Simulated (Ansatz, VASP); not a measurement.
**Cu in VASP and in Ansatz**

The input INCAR:

```
SYSTEM = Cu
ALGO = Normal ; EDIFF = 1E-8
ENCUT = 520 ; GGA = PS
ISIF = 2 ; ISMEAR = -1
LASPH = .TRUE. ; LCHARG = .FALSE.
LEFG = .TRUE. ; LREAL = .FALSE.
LWAVE = .FALSE. ; NBANDS = 12
NELM = 100 ; PREC = Accurate
SIGMA = 0.05
```

File KPOINTS:

```
k-points
0
G
  17 17 17
  0 0 0
```

File POSCAR:

```
Cu
1.0
    0.0000000000      1.7887153358      1.7887153358
    1.7887153358      0.0000000000      1.7887153358
    1.7887153358      1.7887153358      0.0000000000
Cu
1
Direct
    0.0000000000      0.0000000000      0.0000000000
```

Input for Ansatz:

```yaml
crystal:
  lattice:
    - [0.0, 1.7887153358, 1.7887153358]
    - [1.7887153358, 0.0, 1.7887153358]
    - [1.7887153358, 1.7887153358, 0.0]
  atoms:
    - { symbol: Cu, position: [0.0, 0.0, 0.0] }
kpoints:
  mp_grid: { grid: [17, 17, 17] }
  band_path:
    path:
      - [0.0, 0.0, 0.0]
      - [0.5, 0.0, 0.5]
      - [0.625, 0.25, 0.625]
      - [0.375, 0.375, 0.75]
      - [0.0, 0.0, 0.0]
      - [0.5, 0.5, 0.5]
      - [0.5, 0.25, 0.75]
      - [0.5, 0.0, 0.5]
    npoints: 5
scf:
  occupations: { method: fermi_dirac, width: 0.05 }
hamiltonian:
  xc: pbesol
  pseudopotentials: { kind: paw }
output:
  forces: true
  stress: true
  eigenvalues: true
  efg: { contact_densities: true }
```

Alike in both runs: task electric field gradients; functional PBEsol; k mesh 17 × 17 × 17; occupations fermi-dirac, width 0.05 eV; no spin polarisation.

```csv
,VASP,Ansatz
version,VASP 6.6.1,Ansatz 0.2.0
potentials or method,"VASP PAW PBE potentials, release 64 (Cu)","PAW with Ansatz's default frozen-core files, scalar-relativistic"
plane-wave cutoff (eV),520,420
valence electrons in the cell,11,19
```

```tsv
	VASP	Ansatz	Ansatz less VASP
pressure (GPa)	-1.4	-2.1	-0.68
```

VASP's potentials were made for PBE, not for PBEsol. VASP's potentials hold 11 valence electrons a cell and Ansatz's 19, so a difference there can come from the potentials and not from the codes.
